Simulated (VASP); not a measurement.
A run of VASP 6.6.1:

INCAR

```
PREC = Accurate ; ENCUT = 520
EDIFF = 1E-6 ; ISMEAR = 0
SIGMA = 0.1 ; LREAL = False
LASPH = True ; NELM = 100
ALGO = Fast ; ISIF = 2
LWAVE = False ; LCHARG = False
GGA = CA ; NBANDS = 60
```

File KPOINTS:

```
Automatic mesh
0
Gamma
  10 12 8
```

File POSCAR:

```
SiNi2
1.0
    5.0817970973      0.0000000000      0.0000000000
    0.0000000000      3.6112015677      0.0000000000
    0.0000000000      0.0000000000      6.8589747541
Si Ni
4 8
Direct
    0.2792801377      0.7500000000      0.6153123769
    0.7207198623      0.2500000000      0.3846876231
    0.2207198623      0.2500000000      0.1153123769
    0.7792801377      0.7500000000      0.8846876231
    0.9605845094      0.7500000000      0.2007880165
    0.0394154906      0.2500000000      0.7992119835
    0.5394154906      0.2500000000      0.7007880165
    0.4605845094      0.7500000000      0.2992119835
    0.8355490476      0.7500000000      0.5612013281
    0.1644509524      0.2500000000      0.4387986719
    0.6644509524      0.2500000000      0.0612013281
    0.3355490476      0.7500000000      0.9387986719
```

Potentials or basis: VASP PAW LDA potentials, release 64 (Si, Ni).

Run with:

```sh
$ cat potpaw_LDA.64/Si/POTCAR potpaw_LDA.64/Ni/POTCAR > POTCAR
$ mpirun -np 1 vasp_std > vasp.out
```

Hardware: 1 thread of Oxide Virtual Turin-like Processor, on a shared host.

Problem. How long does it take, and how much memory?

Solution. Wall time 58 min on 1 thread of Oxide Virtual Turin-like Processor, on a shared host, peak memory 0.98 GiB. Counts: scf iterations 18, k points 210.
